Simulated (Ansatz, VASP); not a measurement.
## Two plane-wave programs on RbRhO3

INCAR

```
PREC = Accurate
ENCUT = 520
EDIFF = 1E-7
ISMEAR = 1
SIGMA = 0.3
LREAL = F
LASPH = T
NELM = 100
ALGO = Normal
ISIF = 2
LWAVE = F
LCHARG = F
GGA = CA
NBANDS = 29
```

File KPOINTS:

```
regular mesh
0
Gamma
  6 6 6
```

File POSCAR:

```
RbRhO3
1.0
    4.0427080000      0.0000000000      0.0000000000
    0.0000000000      4.0427080000      0.0000000000
    0.0000000000      0.0000000000      4.0427080000
Rb Rh O
1 1 3
Direct
    0.0000000000      0.0000000000      0.0000000000
    0.5000000000      0.5000000000      0.5000000000
    0.5000000000      0.5000000000      0.0000000000
    0.5000000000      0.0000000000      0.5000000000
    0.0000000000      0.5000000000      0.5000000000
```

Input for Ansatz:

```yaml
crystal:
  lattice:
    - [4.042708, 0.0, 0.0]
    - [0.0, 4.042708, 0.0]
    - [0.0, 0.0, 4.042708]
  atoms:
    - { symbol: Rb, position: [0.0, 0.0, 0.0] }
    - { symbol: Rh, position: [0.5, 0.5, 0.5] }
    - { symbol: O, position: [0.5, 0.5, 0.0] }
    - { symbol: O, position: [0.5, 0.0, 0.5] }
    - { symbol: O, position: [0.0, 0.5, 0.5] }
kpoints:
  mp_grid:
    grid: [6, 6, 6]
hamiltonian:
  xc: lda
  pseudopotentials:
    kind: paw
scf:
  occupations:
    method: methfessel_paxton
    width: 0.3
output:
  forces: true
  stress: true
```

Alike in both runs: task single point; functional LDA; k mesh 6 × 6 × 6; occupations methfessel-paxton of order 1, width 0.3 eV; no spin polarisation.

|  | VASP | Ansatz |
| --- | --- | --- |
| version | VASP 6.6.1 | Ansatz 0.2.0 |
| potentials or method | VASP PAW LDA potentials, release 64 (Rb_sv, Rh_pv, O) | plane waves, PAW |
| plane-wave cutoff (eV) | 520 | 420 |
| valence electrons in the cell | 42 | 44 |

Ansatz gave:

```
pressure (GPa) : -15.0
```

Problem. Which values does VASP return?

Solution. Pressure (GPa): -14.5.

LDA's correlation is that of Perdew and Zunger in VASP and of Perdew and Wang (1992) in Ansatz. VASP's potentials hold 42 valence electrons a cell and Ansatz's 44, so a difference there can come from the potentials and not from the codes.
